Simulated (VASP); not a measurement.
Input of a VASP 6.6.1 run:

POSCAR

```
Cu
1.0
    1.6810312496      1.6810312496      0.0000000000
   -1.6810312496      1.6810312496      0.0000000000
    0.0000000000      0.0000000000      3.8641244623
Cu
2
Direct
    0.0000000000      0.0000000000      0.0000000000
    0.5000000000      0.5000000000      0.5000000000
```

Contents of INCAR.step1:

```
SYSTEM = Cu
PREC = Accurate
ENCUT = 520
ISMEAR = 0
SIGMA = 0.1
LREAL = .False.
LASPH = .True.
NELM = 60
NBANDS = 18
GGA = PE
ALGO = Normal
EDIFF = 1E-4
LWAVE = .True.
LCHARG = .False.
```

File INCAR.step2:

```
SYSTEM = Cu
PREC = Accurate
ENCUT = 520
EDIFF = 1E-7
ISMEAR = 0
SIGMA = 0.1
LREAL = .False.
LASPH = .True.
NELM = 60
ALGO = Normal
ISIF = 2
LWAVE = .False.
LCHARG = .False.
METAGGA = R2SCAN
LMIXTAU = .True.
NBANDS = 18
ISTART = 1
```

The input KPOINTS:

```
regular mesh
0
Gamma
  20 20 14
  0 0 0
```

Potentials or basis: VASP PAW PBE potentials, release 64 (Cu).

Command:

```bash
$ cat potpaw_PBE.64/Cu/POTCAR > POTCAR
$ cp INCAR.step1 INCAR
$ mpirun -np 1 vasp_std > vasp.out
$ cp INCAR.step2 INCAR
$ mpirun -np 1 vasp_std > vasp.out
```

Estimate the pressure.

10.5 GPa.

Predict the band gap on the k mesh.

zero (bands 11 and 12 overlap by 9.02 eV).

Stress tensor (GPa, compression positive):
```
15.32  0.00  0.00
 0.00 15.32  0.00
 0.00  0.00  0.84
```

Caveat: the cell differs from its parent crystal (biaxial strain in the a-b plane: -6.0 %, then relaxed in part); the stress differs along the axes, from 1 to 15 GPa; the PAW data sets were made with another functional, which shifts forces and pressure a little.
